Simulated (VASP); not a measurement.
The system is Mo.

```xyz
1
Lattice="-1.5734 1.5734 1.5734 1.5734 -1.5734 1.5734 1.5734 1.5734 -1.5734" Properties=species:S:1:pos:R:3 pbc="T T T"
Mo    0.0000    0.0000    0.0000
```

* Program: VASP 6.6.1
* Task: relaxation of cell and atoms
* Functional: revPBE
* Dispersion: D3(BJ)
* Potentials or basis: VASP PAW PBE potentials, release 64 (Mo_sv)
* Cutoff: 500 eV
* k mesh: 17 × 17 × 17
* Occupations: gaussian, width 0.15 eV
* Spin: no spin polarisation

At the start: pressure -7.8 GPa; volume 15.58 Å³/atom.

Q: Where does the relaxation end?

A: Over 4 steps the energy falls by 11.1 meV/atom and the volume is 15.13 Å³/atom (-2.9 %); space group Im-3m (No. 229, to 0.05 Å).

Step by step:
```tsv
step	energy change (eV)	largest force (eV/Å)	pressure (GPa)	volume (Å³)
1	0.0000	0.0000	-7.77	15.58
2	0.0850	0.0000	27.64	13.94
3	-0.0111	0.0000	-0.28	15.15
4	-0.0111	0.0000	-0.02	15.13
```

Final structure:
```xyz
1
Lattice="-1.5583 1.5583 1.5583 1.5583 -1.5583 1.5583 1.5583 1.5583 -1.5583" Properties=species:S:1:pos:R:3 pbc="T T T"
Mo    0.0000    0.0000    0.0000
```

Caveat: the PAW data sets were made with another functional, which shifts forces and pressure a little; pairwise dispersion overbinds metals, which lowers pressure and volume.
